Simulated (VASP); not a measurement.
Set up this calculation in VASP 6.6.1, as the native input.

- Task: relaxation of cell and atoms
- Functional: PBE
- Potentials or basis: VASP PAW PBE potentials, release 64 (W_sv, Se)
- Cutoff: 500 eV
- k mesh: 12 × 12 × 2
- Occupations: gaussian, width 0.02 eV
- Spin: no spin polarisation
- Target pressure: 2 GPa
- Dipole correction: no
- Further INCAR settings: ALGO = Normal; EDIFF = 1e-07; IBRION = 2; EDIFFG = -0.008; NSW = 70; ISIF = 3

The structure of WSe2 lies in POSCAR:

```
WSe2
1.0
    3.2998959860      0.0000000000      0.0000000000
   -1.6499479930      2.8577937537      0.0000000000
    0.0000000000      0.0000000000     14.9482878706
W Se
2 4
Direct
    0.6666666667      0.3333333333      0.7500000000
    0.3333333333      0.6666666667      0.2500000000
    0.3333333333      0.6666666667      0.8615430793
    0.6666666667      0.3333333333      0.3615430793
    0.3333333333      0.6666666667      0.6384569207
    0.6666666667      0.3333333333      0.1384569207
```

These files were run (other wordings do the same):

INCAR

```
SYSTEM = WSe2
PREC     = Accurate       ! precision mode
ENCUT    = 500            ! plane-wave cutoff, eV
EDIFF    = 1E-7           ! SCF threshold, eV
ISMEAR   = 0              ! smearing method
SIGMA    = 0.02           ! smearing width, eV
LREAL    = .FALSE.        ! projectors in reciprocal space
LASPH    = .TRUE.         ! aspherical terms in the spheres
NELM     = 120            ! most SCF steps
ALGO     = Normal         ! electronic algorithm
ISIF     = 3              ! what is computed and relaxed
LWAVE    = .FALSE.        ! write WAVECAR
LCHARG   = .FALSE.        ! write CHGCAR
GGA      = PE             ! functional
IBRION   = 2              ! ionic algorithm
NSW      = 70             ! ionic steps
EDIFFG   = -0.008         ! ionic threshold
PSTRESS  = 20.0         
GGA_COMPAT= .FALSE.      
NELMIN   = 4
```

KPOINTS

```
Automatic mesh
0
G
  12 12 2
  0 0 0
```

Potentials or basis: VASP PAW PBE potentials, release 64 (W_sv, Se).

Run with:

```bash
$ cat potpaw_PBE.64/W_sv/POTCAR potpaw_PBE.64/Se/POTCAR > POTCAR
$ mpirun -np 1 vasp_std > vasp.out
```

Results of the run:

The relaxed volume is 20.75 Å³/atom, the relaxed cell is a = 3.300 Å, b = 3.300 Å, c = 13.207 Å, α = 90.00°, β = 90.00°, γ = 120.00° and the space group after relaxing (to 0.1 Å) is P6_3/mmc (No. 194). The energy change on relaxing (the run minimises the enthalpy) is +8.3 meV/atom and the ionic steps are 20. The pressure after relaxing is 2.0 GPa and the largest force after relaxing is 0.007 eV/Å. The band gap on the k mesh is 1.04 eV (least direct gap 1.53 eV).

Caveat: the cell is relaxed towards a set pressure, so the run minimises the enthalpy, not the energy; spin-orbit coupling is left out, which moves the levels of the heavy elements; this functional lacks dispersion, which binds layers or chains, so the pressure and a relaxed spacing across them are unreliable.

Run time: 15 min on 1 thread of Intel(R) Xeon(R) 6975P-C (Granite Rapids), with other jobs on the host, peak memory 0.35 GiB.
